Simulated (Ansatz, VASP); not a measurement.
**Mg2Si3N3 in VASP and in Ansatz**

```xyz
8
Lattice="6.4815 0.0000 0.0000 -3.2407 5.6131 0.0000 0.0000 0.0000 2.7413" Properties=species:S:1:pos:R:3 pbc="T T T"
Mg    3.2407    1.8710    0.0000
Mg    0.0000    3.7421    0.0000
Si   -0.6622    1.1470    0.0000
Si    2.5785    4.4661    0.0000
Si    1.3245    0.0000    0.0000
N    -1.2564    2.1761    1.3706
N     1.9844    3.4370    1.3706
N     2.5127    0.0000    1.3706
```

Alike in both runs: task relaxation of cell and atoms; functional PBE; k mesh 3 × 3 × 6; occupations gaussian, width 0.1 eV; no spin polarisation.

|  | VASP | Ansatz |
| --- | --- | --- |
| version | VASP 6.6.1 | Ansatz 0.2.0 |
| potentials or method | VASP PAW PBE potentials, release 64 (Mg, Si, N), cutoff 600 eV | scalar-relativistic, plane waves, PAW |
| valence electrons in the cell | 31 | 47 |

```csv
,VASP,Ansatz,Ansatz less VASP
"gap on the k mesh at the Fermi level, each at its own relaxed structure (eV)",none,none,-
relaxed volume (Å³/atom),12.27,12.32,+0.046
relaxed cell length with the largest relative difference (Å),6.440,6.451,+0.0109
```

A gap of «none» marks a metal or a gap that the smearing closes. VASP's potentials hold 31 valence electrons a cell and Ansatz's 47, so a difference there can come from the potentials and not from the codes.

The k mesh is coarse, so the values compare programs but aren't converged.
